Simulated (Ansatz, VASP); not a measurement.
## In2S: VASP beside Ansatz

INCAR

```
PREC = Accurate ; ENCUT = 600
EDIFF = 1E-7 ; ISMEAR = 0
SIGMA = 0.2 ; LREAL = False
LASPH = True ; NELM = 60
ALGO = Normal ; ISIF = 3
LWAVE = False ; LCHARG = False
GGA = PE ; IBRION = 2
NSW = 80 ; EDIFFG = -0.025
```

Contents of KPOINTS:

```
regular mesh
0
Gamma
  6 4 4
```

The input POSCAR:

```
In2S
1.0
    0.0283373697      3.8674033376      0.0111067400
    0.0050011437      0.0153210582      5.3953316196
    7.9471122665      0.0566747394      0.0072509877
In S
4 2
Direct
    0.0075532853      0.6450372301      0.2738170436
    0.0015232072      0.6680048180      0.7661300149
    0.4786156519      0.3621246406      0.4870838991
    0.5068644039      0.3237586112     -0.0179997800
   -0.0195116221     -0.0151696352      0.5022613353
    0.0249550739      0.0162443353     -0.0112925129
```

Input for Ansatz:

```yaml
crystal:
  lattice:
    - [0.0283373697, 3.8674033376, 0.01110674]
    - [0.0050011437, 0.0153210582, 5.3953316196]
    - [7.9471122665, 0.0566747394, 0.0072509877]
  atoms:
    - { symbol: In, position: [0.0075532853, 0.6450372301, 0.2738170436] }
    - { symbol: In, position: [0.0015232072, 0.668004818, 0.7661300149] }
    - { symbol: In, position: [0.4786156519, 0.3621246406, 0.4870838991] }
    - { symbol: In, position: [0.5068644039, 0.3237586112, -0.01799978] }
    - { symbol: S, position: [-0.0195116221, -0.0151696352, 0.5022613353] }
    - { symbol: S, position: [0.0249550739, 0.0162443353, -0.0112925129] }
basis:
  ecutwfc: 420
kpoints:
  mp_grid: { grid: [6, 4, 4] }
hamiltonian:
  xc: pbe
scf:
  occupations: { method: gaussian, width: 0.2 }
  lower_state_search: "off"
output:
  forces: true
  stress: true
  eigenvalues: true
relax:
  adjacent_minimum: "off"
  f_tol: 0.025
  max_steps: 60
  cell: { stress_tol: 0.25 }
```

Change from the starting cell: cell x2, atoms moved at random (sigma 0.1 Å) and cell strained at random (1.5 %), then relaxed without symmetry.

Alike in both runs: task relaxation of cell and atoms; functional PBE; k mesh 6 × 4 × 4; occupations gaussian, width 0.2 eV; no spin polarisation.

```csv
,VASP,Ansatz
version,VASP 6.6.1,Ansatz 0.2.0
potentials or method,"VASP PAW PBE potentials, release 64 (In_d, S), cutoff 600 eV","scalar-relativistic, plane waves, PAW"
valence electrons in the cell,64,64
```

VASP gave:

| Item | Value |
| --- | --- |
| gap on the k mesh at the Fermi level, each at its own relaxed structure (eV) | none |
| relaxed volume (Å³/atom) | 28.22 |
| relaxed length of the cell vector where the two differ most in proportion (Å) | 7.863 |

**Question.** What did Ansatz give for the same quantities?

**Answer.** gap on the k mesh at the Fermi level, each at its own relaxed structure (eV): none; relaxed volume (Å³/atom): 28.21; relaxed length of the cell vector where the two differ most in proportion (Å): 7.851.

A gap of «none» marks a metal or a gap that the smearing closes.
